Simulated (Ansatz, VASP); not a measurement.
One calculation of AlCu5, two programs

The input INCAR:

```
PREC     = Accurate       # precision mode
ENCUT    = 520            # plane-wave cutoff, eV
EDIFF    = 1E-6           # SCF threshold, eV
ISMEAR   = 0              # smearing method
SIGMA    = 0.1            # smearing width, eV
LREAL    = False          # projectors in reciprocal space
LASPH    = True           # aspherical terms in the spheres
NELM     = 60             # most SCF steps
ALGO     = Normal         # electronic algorithm
ISIF     = 2              # what is computed and relaxed
LWAVE    = False          # write WAVECAR
LCHARG   = False          # write CHGCAR
GGA      = PE             # functional
NBANDS   = 38             # bands
```

The input KPOINTS:

```
Automatic mesh
0
Gamma
  6 6 2
```

POSCAR

```
AlCu5
1.0
    2.6553400000      0.0000000000      0.0000000000
    0.0000000000      3.5755130000      0.0000000000
    0.0000000000      0.0000000000      7.8352560000
Al Cu
1 5
Direct
    0.5000000000      0.5000000000      0.0000000000
    0.0000000000      0.0000000000      0.8295860000
    0.0000000000      0.0000000000      0.1704140000
    0.5000000000      0.5000000000      0.3363060000
    0.0000000000      0.0000000000      0.5000000000
    0.5000000000      0.5000000000      0.6636940000
```

Input for Ansatz:

```yaml
crystal:
  lattice:
    - [2.65534, 0.0, 0.0]
    - [0.0, 3.575513, 0.0]
    - [0.0, 0.0, 7.835256]
  atoms:
    - { symbol: Al, position: [0.5, 0.5, 0.0] }
    - { symbol: Cu, position: [0.0, 0.0, 0.829586] }
    - { symbol: Cu, position: [0.0, 0.0, 0.170414] }
    - { symbol: Cu, position: [0.5, 0.5, 0.336306] }
    - { symbol: Cu, position: [0.0, 0.0, 0.5] }
    - { symbol: Cu, position: [0.5, 0.5, 0.663694] }
basis:
  ecutwfc: 420
kpoints:
  mp_grid: { grid: [6, 6, 2] }
hamiltonian:
  xc: pbe
scf:
  occupations: { method: gaussian, width: 0.1 }
  lower_state_search: "off"
output:
  forces: true
  stress: true
  eigenvalues: true
```

Alike in both runs: task single point; functional PBE; k mesh 6 × 6 × 2; occupations gaussian, width 0.1 eV; no spin polarisation.

|  | VASP | Ansatz |
| --- | --- | --- |
| version | VASP 6.6.1 | Ansatz 0.2.0 |
| potentials or method | VASP PAW PBE potentials, release 64 (Al, Cu), cutoff 520 eV | scalar-relativistic, plane waves, PAW |
| valence electrons in the cell | 58 | 98 |

VASP gave:

| Quantity | Value |
| --- | --- |
| gap on the k mesh at the Fermi level (eV) | none |
| pressure (GPa) | 0.3 |
| traceless stress, the component that is largest in VASP (GPa) | -1.48 |
| rms of the force components (eV/Å) | 0.021 |

Q: Which values does Ansatz return?

A: gap on the k mesh at the Fermi level (eV): none; pressure (GPa): -0.2; traceless stress, the component that is largest in VASP (GPa): -1.58; rms of the force components (eV/Å): 0.021.

Atom by atom the forces differ by 0.001 eV/Å (rms over components). A gap of «none» marks a metal or a gap that the smearing closes. VASP's potentials hold 58 valence electrons a cell and Ansatz's 98, so a difference there can come from the potentials and not from the codes.

The k mesh is coarse, so the values compare programs but aren't converged.
